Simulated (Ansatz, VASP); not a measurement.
Ti in VASP and in Ansatz

File INCAR:

```
  PREC = Accurate
  ENCUT = 520
  EDIFF = 1E-7
  ISMEAR = 0
  SIGMA = 0.05
  LREAL = False
  LASPH = True
  NELM = 80
  ALGO = Fast
  ISIF = 2
  LWAVE = False
  LCHARG = True
  GGA = PE
  LELF = True
  LVHAR = True
  NBANDS = 12
```

File KPOINTS:

```
regular mesh
0
Gamma
  8 8 8
```

POSCAR

```
Ti
1.0
    0.0000000000      2.0589857413      2.0589857413
    2.0589857413      0.0000000000      2.0589857413
    2.0589857413      2.0589857413      0.0000000000
Ti
1
Direct
    0.0000000000      0.0000000000      0.0000000000
```

Input for Ansatz:

```yaml
crystal:
  lattice:
    - [0.0, 2.0589857413, 2.0589857413]
    - [2.0589857413, 0.0, 2.0589857413]
    - [2.0589857413, 2.0589857413, 0.0]
  atoms:
    - { symbol: Ti, position: [0.0, 0.0, 0.0] }
basis:
  ecutwfc: 420
  ecutrho_ratio: 4
kpoints:
  mp_grid: { grid: [8, 8, 8] }
hamiltonian:
  xc: pbe
scf:
  occupations: { method: gaussian, width: 0.05 }
output:
  forces: true
  stress: true
  eigenvalues: true
```

Alike in both runs: task single point; functional PBE; k mesh 8 × 8 × 8; occupations gaussian, width 0.05 eV; no spin polarisation.

|  | VASP | Ansatz |
| --- | --- | --- |
| version | VASP 6.6.1 | Ansatz 0.2.0 |
| potentials or method | VASP PAW PBE potentials, release 64 (Ti_sv), cutoff 520 eV | scalar-relativistic, plane waves, PAW |
| valence electrons in the cell | 12 | 12 |

|  | VASP | Ansatz | Ansatz less VASP |
| --- | --- | --- | --- |
| gap on the k mesh at the Fermi level (eV) | none | none | - |
| pressure (GPa) | -0.8 | -0.5 | +0.25 |

A gap of «none» marks a metal or a gap that the smearing closes. With one functional, cell and mesh, what is left measures potentials, basis and numerics.
